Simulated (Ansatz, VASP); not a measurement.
**Sn: VASP beside Ansatz**

The input INCAR:

```
SYSTEM = Sn
PREC = Accurate
ENCUT = 520
EDIFF = 1E-6
ISMEAR = 0
SIGMA = 0.15
LREAL = .FALSE.
LASPH = .TRUE.
NELM = 100
ALGO = Fast
ISIF = 2
LWAVE = .FALSE.
LCHARG = .FALSE.
GGA = PS
NBANDS = 13
```

The input KPOINTS:

```
regular mesh
0
G
  18 18 18
  0 0 0
```

File POSCAR:

```
Sn
1.0
   -1.9704378920      1.9704378920      1.8946518192
    1.9704378920     -1.9704378920      1.8946518192
    1.9704378920      1.9704378920     -1.8946518192
Sn
1
Direct
    0.0000000000      0.0000000000      0.0000000000
```

Input for Ansatz:

```yaml
crystal:
  lattice:
    - [-1.970437892, 1.970437892, 1.8946518192]
    - [1.970437892, -1.970437892, 1.8946518192]
    - [1.970437892, 1.970437892, -1.8946518192]
  atoms:
    - { symbol: Sn, position: [0.0, 0.0, 0.0] }
basis:
  ecutwfc: 420
kpoints:
  mp_grid: { grid: [18, 18, 18] }
hamiltonian:
  xc: pbesol
scf:
  occupations: { method: gaussian, width: 0.15 }
output:
  forces: true
  stress: true
  eigenvalues: true
  write_density: true
  write_potential: true
  elf: true
  volumetric_format: npy
```

Change from the starting cell: strain +0.040 along x and y, +0.000 along z, atoms carried along.

Alike in both runs: task single point; functional PBEsol; k mesh 18 × 18 × 18; occupations gaussian, width 0.15 eV; no spin polarisation.

```csv
,VASP,Ansatz
version,VASP 6.6.1,Ansatz 0.2.0
potentials or method,"VASP PAW PBE potentials, release 64 (Sn_d), cutoff 520 eV","scalar-relativistic, plane waves, PAW"
valence electrons in the cell,14,14
```

```tsv
	VASP	Ansatz	Ansatz less VASP
gap on the k mesh at the Fermi level (eV)	none	none	-
pressure (GPa)	-4.9	-4.9	-0.04
traceless stress, the component that is largest in VASP (GPa)	-0.47	-0.47	-0.001
```

VASP's potentials were made for PBE, not for PBEsol. A gap of «none» marks a metal or a gap that the smearing closes.
